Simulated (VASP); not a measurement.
Input of a VASP 6.6.1 run:

The input INCAR:

```
SYSTEM = PdPtC4N4
PREC = Accurate
ENCUT = 600
EDIFF = 1E-6
ISMEAR = 0
SIGMA = 0.1
LREAL = .FALSE.
LASPH = .TRUE.
NELM = 120
ALGO = Normal
ISIF = 2
LWAVE = .FALSE.
LCHARG = .FALSE.
GGA = PE
NBANDS = 47
GGA_COMPAT = .FALSE.
```

KPOINTS

```
Automatic mesh
0
G
  4 4 4
  0 0 0
```

Contents of POSCAR:

```
PdPtC4N4
1.0
    5.9086026500      0.0000000000      0.0000000000
    0.0000000000      5.9086026500      0.0000000000
    0.0000000000      0.0000000000      5.9086026500
Pd Pt C N
1 1 4 4
Direct
    0.5000000000      0.5000000000      0.5000000000
    0.0000000000      0.0000000000      0.0000000000
    0.1873167900      0.1873167900      0.1873167900
    0.1873167900      0.8126832100      0.8126832100
    0.8126832100      0.1873167900      0.8126832100
    0.8126832100      0.8126832100      0.1873167900
    0.3016415900      0.3016415900      0.3016415900
    0.3016415900      0.6983584100      0.6983584100
    0.6983584100      0.3016415900      0.6983584100
    0.6983584100      0.6983584100      0.3016415900
```

Potentials or basis: VASP PAW PBE potentials, release 64 (Pd_sv_GW, Pt_sv_GW, C, N).

The run is started by

```sh
$ cat potpaw_PBE.64/Pd_sv_GW/POTCAR potpaw_PBE.64/Pt_sv_GW/POTCAR potpaw_PBE.64/C/POTCAR potpaw_PBE.64/N/POTCAR > POTCAR
$ mpirun -np 1 vasp_std > vasp.out
```

**Question.** What does it give for the pressure?

**Answer.** 4.9 GPa.

**Question.** Predict the largest force.

**Answer.** 1.542 eV/Å.

**Question.** What does it give for the band gap on the k mesh?

**Answer.** Zero (bands 36 and 37 overlap by 0.23 eV).

Forces on the atoms (eV/Å):
```
Pd   0.000  0.000  0.000
Pt   0.000  0.000  0.000
C   -0.290 -0.290 -0.290
C   -0.290  0.290  0.290
C    0.290 -0.290  0.290
C    0.290  0.290 -0.290
N    0.890  0.890  0.890
N    0.890 -0.890 -0.890
N   -0.890  0.890 -0.890
N   -0.890 -0.890  0.890
```

Caveat: the cell stands under pressure; spin-orbit coupling is left out, which moves the levels of the heavy elements; forces of over 1 eV/Å act on the atoms, so gaps and moduli don't describe the material at rest.
